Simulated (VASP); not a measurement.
Crystal: MoS2.

```
CELL_PARAMETERS angstrom
1.58550 0.91539 6.11500
-1.58550 0.91539 6.11500
0.00000 -1.83078 6.11500
ATOMIC_POSITIONS crystal
Mo 0.00000 0.00000 0.00000
S 0.75000 0.75000 0.75000
S 0.25000 0.25000 0.25000
```

| Property | Result |
| --- | --- |
| Program | VASP 6.6.1 |
| Task | relaxation of cell and atoms |
| Functional | r2SCAN |
| Potentials or basis | VASP PAW PBE potentials, release 64 (Mo_sv, S) |
| Cutoff | 600 eV |
| k mesh | 6 × 6 × 6 |
| Occupations | gaussian, width 0.1 eV |
| Spin | no spin polarisation |

At the start: pressure 7.0 GPa; volume 17.75 Å³/atom.

**Question.** Where does the relaxation end?

**Answer.** Over 12 steps the energy falls by 17.6 meV/atom and the volume is 18.67 Å³/atom (+5.2 %); space group R-3m (No. 166, to 0.1 Å) before and after.

Step by step:
```
step  energy change (eV)  largest force (eV/Å)  pressure (GPa)  volume (Å³)
   1              0.0000                0.7371            7.03        53.25
   2              0.1432                1.5214          -10.59        59.48
   3             -0.0498                0.1273            0.02        55.24
   4             -0.0499                0.1055            0.20        55.18
   5             -0.0499                0.0906            0.32        55.14
   6             -0.0510                0.0516            0.23        55.34
   7             -0.0513                0.0165            0.14        55.52
   8             -0.0516                0.0547           -0.18        55.71
   9             -0.0517                0.0726           -0.33        55.80
  10             -0.0518                0.0693           -0.32        55.82
  11             -0.0521                0.0600           -0.25        55.89
  12             -0.0527                0.0414           -0.14        56.02
```

Final structure:
```
Mo S
1.0
     1.60939    0.92918    6.24389
    -1.60939    0.92918    6.24389
     0.00000   -1.85837    6.24389
Mo S
1 2
Direct
  0.00000 0.00000 0.00000
  0.74960 0.74960 0.74960
  0.25040 0.25040 0.25040
```

Caveat: the k points lie up to 0.38 Å⁻¹ apart in the final cell, too coarse for converged energies and pressures of a metal; the PAW data sets were made with another functional, which shifts forces and pressure a little; the relaxation stopped at a loose force limit of 0.05 eV/Å, so its end isn't a converged minimum.
